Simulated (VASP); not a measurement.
# TaS2 (P-3m1) in VASP: notebook, part 2 of 2

VASP 6.6.1. Earlier steps stand in the parts before.

### 3 Electric field gradients, LDA (volume scaled by 0.99)

INCAR reads:

```
  PREC = Accurate
  ENCUT = 400
  EDIFF = 1E-8
  ISMEAR = -1
  SIGMA = 0.03
  LREAL = False
  LASPH = True
  NELM = 120
  ALGO = Normal
  ISIF = 2
  LWAVE = False
  LCHARG = False
  GGA = CA
  LEFG = True
  NBANDS = 18
  GGA_COMPAT = False
```

KPOINTS reads:

```
Automatic mesh
0
Gamma
  9 9 5
```

POSCAR reads:

```
TaS2
1.0
    3.3387980164      0.0000000000      0.0000000000
   -1.6693990082      2.8914839004      0.0000000000
    0.0000000000      0.0000000000      5.8404011914
Ta S
1 2
Direct
    0.0000000000      0.0000000000      0.0000000000
    0.3333333333      0.6666666667      0.2500000000
    0.6666666667      0.3333333333      0.7500000000
```

Potentials or basis: VASP PAW LDA potentials, release 64 (Ta_pv, S).

Command:

```sh
cat potpaw_LDA.64/Ta_pv/POTCAR potpaw_LDA.64/S/POTCAR > POTCAR
mpirun -np 1 vasp_std > vasp.out
```

OUTCAR:

```text
PREC = Accurate
   ENCUT = 400
   EDIFF = 1E-8
   ISMEAR = -1
   LREAL = False
   LASPH = True
   NELM = 120
   ISIF = 2
   GGA = CA

 ion  position               nearest neighbor table
   1  0.000  0.000  0.000-   2 2.42   3 2.42   3 2.42   2 2.42   3 2.42   2 2.42
   2  0.333  0.667  0.250-   1 2.42   1 2.42   1 2.42
   3  0.667  0.333  0.750-   1 2.42   1 2.42   1 2.42

  LATTYP: Found a hexagonal cell.
 ALAT       =     3.3387980164
 C/A-ratio  =     1.7492526241

  Lattice vectors:

 A1 = (   3.3387980164,   0.0000000000,   0.0000000000)
 A2 = (  -1.6693990082,   2.8914839004,   0.0000000000)
 A3 = (   0.0000000000,   0.0000000000,   5.8404011914)

Analysis of symmetry for initial positions (statically):
=====================================================================
 Subroutine PRICEL returns:
 Original cell was already a primitive cell.

 Routine SETGRP: Setting up the symmetry group for a
 hexagonal supercell.

 Subroutine GETGRP returns: Found 12 space group operations
 (whereof 12 operations were pure point group operations)
 out of a pool of 24 trial point group operations.

The static configuration has the point symmetry D_3d.

Analysis of symmetry for dynamics (positions and initial velocities):
=====================================================================
 Subroutine PRICEL returns:
 Original cell was already a primitive cell.

 Routine SETGRP: Setting up the symmetry group for a
 hexagonal supercell.

 Subroutine GETGRP returns: Found 12 space group operations
 (whereof 12 operations were pure point group operations)
[... 158 lines left out ...]

 k-point     1 :       0.0000    0.0000    0.0000
  band No.  band energies     occupation
      1     -29.4317      2.00000
      2     -29.3977      2.00000
      3     -29.3977      2.00000
      4      -9.5077      2.00000
      5      -7.3481      2.00000
      6      -1.4406      2.00000
[... 481 lines left out ...]
      5      -7.4402      2.00000
      6      -0.3220      2.00000
[... 10 lines left out ...]
     17      12.3318      0.00000
     18      13.0455      0.00000

 [... further k-points ...]
[... 5 lines left out ...]
  --------------------------------------------------------------------------------------
  -------------------------------------------------------------------------------------
  Total        0.5345940      0.5345940      2.3561142      0.0000000     -0.0000000      0.0000000
  in kB       15.1908155     15.1908155     66.9504210      0.0000000     -0.0000000      0.0000000
  external PRESSURE =      32.4440173 kB  Pullay stress =       0.0000000 kB

 VOLUME and BASIS-vectors are now :
 -----------------------------------------------------------------------------
  energy-cutoff  :      400.00
  volume of cell :       56.38
      direct lattice vectors                 reciprocal lattice vectors
     3.338798016  0.000000000  0.000000000     0.299508983  0.172921592  0.000000000
    -1.669399008  2.891483900  0.000000000     0.000000000  0.345843184  0.000000000
     0.000000000  0.000000000  5.840401191     0.000000000  0.000000000  0.171221114

 POSITION                                       TOTAL-FORCE (eV/Angst)
 -----------------------------------------------------------------------------------
      0.00000      0.00000      0.00000        -0.000000     -0.000000      0.000000
     -0.00000      1.92766      1.46010        -0.000000      0.000000      1.003988
      1.66940      0.96383      4.38030         0.000000      0.000000     -1.003988
 -----------------------------------------------------------------------------------
    total drift:                               -0.000000      0.000000      0.000000

  FREE ENERGIE OF THE ION-ELECTRON SYSTEM (eV)
  ---------------------------------------------------
  free  energy   TOTEN  =       -25.4280705873 eV

  energy  without entropy=      -25.4217024594  energy(sigma->0) =      -25.42488652

 Electric field gradients (V/A^2)
---------------------------------------------------------------------
 ion       V_xx      V_yy      V_zz      V_xy      V_xz      V_yz
---------------------------------------------------------------------
   1      74.256    74.256  -148.511    -0.000    -0.000     0.000
   2       8.510     8.510   -17.020    -0.000    -0.000     0.000
   3       8.510     8.510   -17.020    -0.000    -0.000     0.000
---------------------------------------------------------------------

 Electric field gradients after diagonalization (V/A^2)
 (convention: |V_zz| > |V_xx| > |V_yy|)
----------------------------------------------------------------------
 ion       V_xx      V_yy      V_zz     asymmetry (V_yy - V_xx)/ V_zz
----------------------------------------------------------------------
   1      74.256    74.256  -148.511       0.000
   2       8.510     8.510   -17.020       0.000
   3       8.510     8.510   -17.020       0.000
----------------------------------------------------------------------

           NMR quadrupolar parameters

 Cq : quadrupolar parameter    Cq=e*Q*V_zz/h
 eta: asymmetry parameters     (V_yy - V_xx)/ V_zz
 Q  : nuclear electric quadrupole moment in mb (millibarn)
----------------------------------------------------------------------
 ion       Cq(MHz)       eta       Q (mb)
----------------------------------------------------------------------
   1      -0.359       0.000       1.000
   2      -0.041       0.000       1.000
   3      -0.041       0.000       1.000
----------------------------------------------------------------------
```

OSZICAR:

```text
N       E                     dE             d eps       ncg     rms          rms(c)
DAV:   1     0.128846380920E+03    0.12885E+03   -0.99707E+03  1800   0.938E+02
DAV:   2    -0.213735565506E+02   -0.15022E+03   -0.14718E+03  2378   0.262E+02
DAV:   3    -0.268793217658E+02   -0.55058E+01   -0.54750E+01  2266   0.494E+01
DAV:   4    -0.269438043784E+02   -0.64483E-01   -0.64435E-01  2404   0.571E+00
DAV:   5    -0.269447378388E+02   -0.93346E-03   -0.93338E-03  2290   0.684E-01    0.212E+01
DAV:   6    -0.255727782669E+02    0.13720E+01   -0.52213E+00  2054   0.141E+01    0.108E+01
DAV:   7    -0.254505913355E+02    0.12219E+00   -0.66210E-01  1982   0.464E+00    0.445E+00
DAV:   8    -0.254316541434E+02    0.18937E-01   -0.13938E-01  2244   0.225E+00    0.101E+00
DAV:   9    -0.254282736172E+02    0.33805E-02   -0.81097E-03  2230   0.645E-01    0.365E-01
DAV:  10    -0.254280655061E+02    0.20811E-03   -0.24195E-03  2098   0.290E-01    0.748E-02
DAV:  11    -0.254280703717E+02   -0.48656E-05   -0.24634E-04  1950   0.909E-02    0.300E-02
DAV:  12    -0.254280713673E+02   -0.99561E-06   -0.22880E-05  2036   0.357E-02    0.105E-02
DAV:  13    -0.254280705738E+02    0.79354E-06   -0.60195E-06  1984   0.161E-02    0.457E-03
DAV:  14    -0.254280705911E+02   -0.17342E-07   -0.56406E-07  2324   0.495E-03    0.143E-03
DAV:  15    -0.254280705873E+02    0.38310E-08   -0.36074E-08  1822   0.141E-03
   1 F= -.25428071E+02 E0= -.25424887E+02  d E =-.636813E-02
```

Run time: 41 s. Hardware: 1 thread of AMD EPYC 7R43 (Zen 3), shared host; peak memory 0.12 GiB.

Results:

```
Free energy   : -25.4281 eV
Pressure      : 3.2 GPa
Largest force : 1.004 eV/Å
```

Forces in eV/Å, atoms in the order of the input:
```
Ta   0.000  0.000  0.000
S    0.000  0.000  1.004
S    0.000  0.000 -1.004
```

Electric field gradients, principal values (V/Å²):
```
atom   least  middle  greatest (by size)
1 Ta  74.256  74.256            -148.511
 2 S   8.510   8.510             -17.020
 3 S   8.510   8.510             -17.020
```

Caveat: without QUAD_EFG the Cq values of the log hold for a quadrupole moment of 1 mb, not for the nuclei; spin-orbit coupling is left out, which moves the levels of the heavy elements; forces of over 1 eV/Å act on the atoms, so gaps and moduli don't describe the material at rest.

### 4 Electric field gradients, LDA (volume scaled by 0.99)

INCAR reads:

```
SYSTEM = TaS2
PREC = Accurate ; ENCUT = 400
EDIFF = 1E-8 ; ISMEAR = -1
SIGMA = 0.03 ; LREAL = .False.
LASPH = .True. ; NELM = 120
ALGO = Normal ; ISIF = 2
LWAVE = .False. ; LCHARG = .False.
GGA = CA ; LEFG = .True.
NBANDS = 18 ; GGA_COMPAT = .False.
```

KPOINTS reads:

```
regular mesh
0
Gamma
  9 9 5
  0 0 0
```

POSCAR is that of step 3.

Potentials or basis: VASP PAW LDA potentials, release 64 (Ta_pv, S).

Command:

```sh
cat potpaw_LDA.64/Ta_pv/POTCAR potpaw_LDA.64/S/POTCAR > POTCAR
mpirun -np 1 vasp_std > vasp.out
```

OUTCAR:

```text
SYSTEM = TaS2
   PREC = Accurate
   ENCUT = 400
   EDIFF = 1E-8
   ISMEAR = -1
   LREAL = .False.
   LASPH = .True.
   NELM = 120
   ISIF = 2
   GGA = CA

 ion  position               nearest neighbor table
   1  0.000  0.000  0.000-   2 2.42   3 2.42   3 2.42   2 2.42   3 2.42   2 2.42
   2  0.333  0.667  0.250-   1 2.42   1 2.42   1 2.42
   3  0.667  0.333  0.750-   1 2.42   1 2.42   1 2.42

  LATTYP: Found a hexagonal cell.
 ALAT       =     3.3387980164
 C/A-ratio  =     1.7492526241

  Lattice vectors:

[... 723 lines left out ...]

  energy  without entropy=      -25.4217024594  energy(sigma->0) =      -25.42488652

 Electric field gradients (V/A^2)
---------------------------------------------------------------------
 ion       V_xx      V_yy      V_zz      V_xy      V_xz      V_yz
---------------------------------------------------------------------
   1      74.256    74.256  -148.511    -0.000    -0.000     0.000
   2       8.510     8.510   -17.020    -0.000    -0.000     0.000
   3       8.510     8.510   -17.020    -0.000    -0.000     0.000
---------------------------------------------------------------------

 Electric field gradients after diagonalization (V/A^2)
 (convention: |V_zz| > |V_xx| > |V_yy|)
----------------------------------------------------------------------
 ion       V_xx      V_yy      V_zz     asymmetry (V_yy - V_xx)/ V_zz
----------------------------------------------------------------------
   1      74.256    74.256  -148.511       0.000
   2       8.510     8.510   -17.020       0.000
   3       8.510     8.510   -17.020       0.000
----------------------------------------------------------------------

           NMR quadrupolar parameters

 Cq : quadrupolar parameter    Cq=e*Q*V_zz/h
 eta: asymmetry parameters     (V_yy - V_xx)/ V_zz
 Q  : nuclear electric quadrupole moment in mb (millibarn)
----------------------------------------------------------------------
 ion       Cq(MHz)       eta       Q (mb)
----------------------------------------------------------------------
   1      -0.359       0.000       1.000
   2      -0.041       0.000       1.000
   3      -0.041       0.000       1.000
----------------------------------------------------------------------
```

stdout:

```text
POSCAR found type information on POSCAR TaS
 POSCAR found :  2 types and       3 ions
 scaLAPACK will be used
 LDA part: xc-table for (Slater(with rela. corr.)+CA(PZ))
 , standard interpolation
 POSCAR, INCAR and KPOINTS ok, starting setup
 FFT: planning ... GRIDC
 FFT: planning ... GRID_SOFT
 FFT: planning ... GRID
 WAVECAR not read
 entering main loop
ion   1

ion   2

ion   3
```

It took 44 s on 1 thread of AMD EPYC 7R43 (Zen 3), shared host; peak memory 0.12 GiB.

Results:

| Quantity | Value |
| --- | --- |
| Free energy | -25.4281 eV |
| Pressure | 3.2 GPa |
| Largest force | 1.004 eV/Å |

Forces in eV/Å, atoms in the order of the input:
```
Ta   0.000  0.000  0.000
S    0.000  0.000  1.004
S    0.000  0.000 -1.004
```

Levels at points of the mesh, in eV from the Fermi level:
| k point | band 8 | band 9 | band 10 | band 11 | band 12 | band 13 | band 14 | band 15 | band 16 | band 17 |
| --- | --- | --- | --- | --- | --- | --- | --- | --- | --- | --- |
| (0.00, 0.00, 0.00) | -4.25 | -1.25 | -0.69 | -0.69 | 0.00 | 0.00 | 0.24 | 4.17 | 4.17 | 5.24 |

Electric field gradients, principal values (V/Å²):
```
atom   least  middle  greatest (by size)
1 Ta  74.256  74.256            -148.511
 2 S   8.510   8.510             -17.020
 3 S   8.510   8.510             -17.020
```

Caveat: without QUAD_EFG the Cq values of the log hold for a quadrupole moment of 1 mb, not for the nuclei; spin-orbit coupling is left out, which moves the levels of the heavy elements; forces of over 1 eV/Å act on the atoms, so gaps and moduli don't describe the material at rest.

### 5 Electric field gradients, LDA (volume scaled by 1.01)

INCAR reads:

```
SYSTEM = TaS2
PREC = Accurate
ENCUT = 400
EDIFF = 1E-8
ISMEAR = -1
SIGMA = 0.03
LREAL = .FALSE.
LASPH = .TRUE.
NELM = 120
ALGO = Normal
ISIF = 2
LWAVE = .FALSE.
LCHARG = .FALSE.
GGA = CA
LEFG = .TRUE.
NBANDS = 18
GGA_COMPAT = .FALSE.
```

KPOINTS reads:

```
Automatic mesh
0
G
  9 9 5
  0 0 0
```

POSCAR reads:

```
TaS2
1.0
    3.3611317775      0.0000000000      0.0000000000
   -1.6805658888      2.9108255048      0.0000000000
    0.0000000000      0.0000000000      5.8794685816
Ta S
1 2
Direct
    0.0000000000      0.0000000000      0.0000000000
    0.3333333333      0.6666666667      0.2500000000
    0.6666666667      0.3333333333      0.7500000000
```

Potentials or basis: VASP PAW LDA potentials, release 64 (Ta_pv, S).

Command:

```sh
cat potpaw_LDA.64/Ta_pv/POTCAR potpaw_LDA.64/S/POTCAR > POTCAR
mpirun -np 1 vasp_std > vasp.out
```

OUTCAR:

```text
SYSTEM = TaS2
   PREC = Accurate
   ENCUT = 400
   EDIFF = 1E-8
   ISMEAR = -1
   LREAL = .FALSE.
   LASPH = .TRUE.
   NELM = 120
   ISIF = 2
   GGA = CA

 ion  position               nearest neighbor table
   1  0.000  0.000  0.000-   2 2.43   3 2.43   3 2.43   2 2.43   3 2.43   2 2.43
   2  0.333  0.667  0.250-   1 2.43   1 2.43   1 2.43
   3  0.667  0.333  0.750-   1 2.43   1 2.43   1 2.43

  LATTYP: Found a hexagonal cell.
 ALAT       =     3.3611317775
 C/A-ratio  =     1.7492526241

  Lattice vectors:

[... 723 lines left out ...]

  energy  without entropy=      -25.4345027316  energy(sigma->0) =      -25.43776856

 Electric field gradients (V/A^2)
---------------------------------------------------------------------
 ion       V_xx      V_yy      V_zz      V_xy      V_xz      V_yz
---------------------------------------------------------------------
   1      72.387    72.387  -144.774    -0.000    -0.000     0.000
   2       8.331     8.331   -16.662    -0.000    -0.000     0.000
   3       8.331     8.331   -16.662    -0.000    -0.000     0.000
---------------------------------------------------------------------

 Electric field gradients after diagonalization (V/A^2)
 (convention: |V_zz| > |V_xx| > |V_yy|)
----------------------------------------------------------------------
 ion       V_xx      V_yy      V_zz     asymmetry (V_yy - V_xx)/ V_zz
----------------------------------------------------------------------
   1      72.388    72.387  -144.774       0.000
   2       8.332     8.331   -16.662       0.000
   3       8.332     8.331   -16.662       0.000
----------------------------------------------------------------------

           NMR quadrupolar parameters

 Cq : quadrupolar parameter    Cq=e*Q*V_zz/h
 eta: asymmetry parameters     (V_yy - V_xx)/ V_zz
 Q  : nuclear electric quadrupole moment in mb (millibarn)
----------------------------------------------------------------------
 ion       Cq(MHz)       eta       Q (mb)
----------------------------------------------------------------------
   1      -0.350       0.000       1.000
   2      -0.040       0.000       1.000
   3      -0.040       0.000       1.000
----------------------------------------------------------------------
```

OSZICAR:

```text
N       E                     dE             d eps       ncg     rms          rms(c)
DAV:   1     0.131199257159E+03    0.13120E+03   -0.99229E+03  1800   0.938E+02
DAV:   2    -0.211042799979E+02   -0.15230E+03   -0.14938E+03  2298   0.262E+02
DAV:   3    -0.269427954855E+02   -0.58385E+01   -0.57931E+01  2384   0.502E+01
DAV:   4    -0.270058947746E+02   -0.63099E-01   -0.63049E-01  2326   0.572E+00
DAV:   5    -0.270069379685E+02   -0.10432E-02   -0.10431E-02  2256   0.721E-01    0.204E+01
DAV:   6    -0.255856293715E+02    0.14213E+01   -0.56244E+00  2052   0.144E+01    0.104E+01
DAV:   7    -0.254651934717E+02    0.12044E+00   -0.67339E-01  2012   0.464E+00    0.445E+00
DAV:   8    -0.254444495802E+02    0.20744E-01   -0.14158E-01  2250   0.226E+00    0.920E-01
DAV:   9    -0.254412013552E+02    0.32482E-02   -0.83073E-03  2196   0.653E-01    0.351E-01
DAV:  10    -0.254410337360E+02    0.16762E-03   -0.21441E-03  2090   0.272E-01    0.903E-02
DAV:  11    -0.254410336311E+02    0.10484E-06   -0.25298E-04  1916   0.909E-02    0.323E-02
DAV:  12    -0.254410348774E+02   -0.12463E-05   -0.18337E-05  2014   0.334E-02    0.979E-03
DAV:  13    -0.254410343611E+02    0.51629E-06   -0.45034E-06  2002   0.141E-02    0.414E-03
DAV:  14    -0.254410343890E+02   -0.27916E-07   -0.47291E-07  2364   0.422E-03    0.146E-03
DAV:  15    -0.254410343851E+02    0.39163E-08   -0.47841E-08  2058   0.150E-03
   1 F= -.25441034E+02 E0= -.25437769E+02  d E =-.653165E-02
```

Wall time 45 s (1 thread of AMD EPYC 7R43 (Zen 3), shared host); peak memory 0.13 GiB.

Results:

```
Free energy   : -25.4410 eV
Pressure      : 0.3 GPa
Largest force : 0.663 eV/Å
```

Forces in eV/Å, atoms in the order of the input:
```
Ta   0.000  0.000  0.000
S    0.000  0.000  0.663
S    0.000  0.000 -0.663
```

Electric field gradients, principal values (V/Å²):
```tsv
atom	least	middle	greatest (by size)
1 Ta	72.387	72.388	-144.774
2 S	8.331	8.332	-16.662
3 S	8.331	8.332	-16.662
```

Caveat: without QUAD_EFG the Cq values of the log hold for a quadrupole moment of 1 mb, not for the nuclei; spin-orbit coupling is left out, which moves the levels of the heavy elements.

### 6 The runs side by side

```tsv
cell	gap on the mesh (eV)	pressure (GPa)	largest force (eV/Å)
a = 3.328, b = 3.328, c = 5.821 Å, angles 90.0, 90.0, 120.0°, 3 atoms	none	4.8	1.18
a = 3.339, b = 3.339, c = 5.840 Å, angles 90.0, 90.0, 120.0°, 3 atoms	none	3.2	1.00
a = 3.361, b = 3.361, c = 5.879 Å, angles 90.0, 90.0, 120.0°, 3 atoms	none	0.3	0.66
```

Alike in all rows: task electric field gradients; level LDA; potentials or basis VASP PAW LDA potentials, release 64 (Ta_pv, S); no spin polarisation; k mesh 9 × 9 × 5; cutoff (eV) 400; smearing fermi-dirac 0.03 eV.

Caveats: spin-orbit coupling is left out, which moves the levels of the heavy elements; forces of over 1 eV/Å act on the atoms, so gaps and moduli don't describe the material at rest (some runs).

Absolute energies hang on the potentials; compare differences alone.
